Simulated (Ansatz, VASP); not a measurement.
## AlSi2: VASP beside Ansatz

```xyz
3
Lattice="-1.6676 1.6676 4.0969 1.6676 -1.6676 4.0969 1.6676 1.6676 -4.0969" Properties=species:S:1:pos:R:3 pbc="T T T"
Al    0.0000    0.0000    0.0000
Si    0.0000    0.0000    5.5393
Si    0.0000    0.0000    2.6546
```

Alike in both runs: functional PBE; k mesh 20 × 20 × 20; occupations gaussian, width 0.1 eV; no spin polarisation.

Ansatz relaxed the structure, and its values are those at the end. VASP's run is a single point on that final structure, the one shown.

|  | VASP | Ansatz |
| --- | --- | --- |
| version | VASP 6.6.1 | Ansatz 0.2.0 |
| potentials or method | VASP PAW PBE potentials, release 64 (Al, Si), cutoff 520 eV | scalar-relativistic, plane waves, PAW |
| valence electrons in the cell | 11 | 11 |

|  | VASP | Ansatz | Ansatz less VASP |
| --- | --- | --- | --- |
| gap on the k mesh at the Fermi level (eV) | none | none | - |
| pressure (GPa) | 0.0 | 0.0 | +0.05 |

A gap of «none» marks a metal or a gap that the smearing closes.
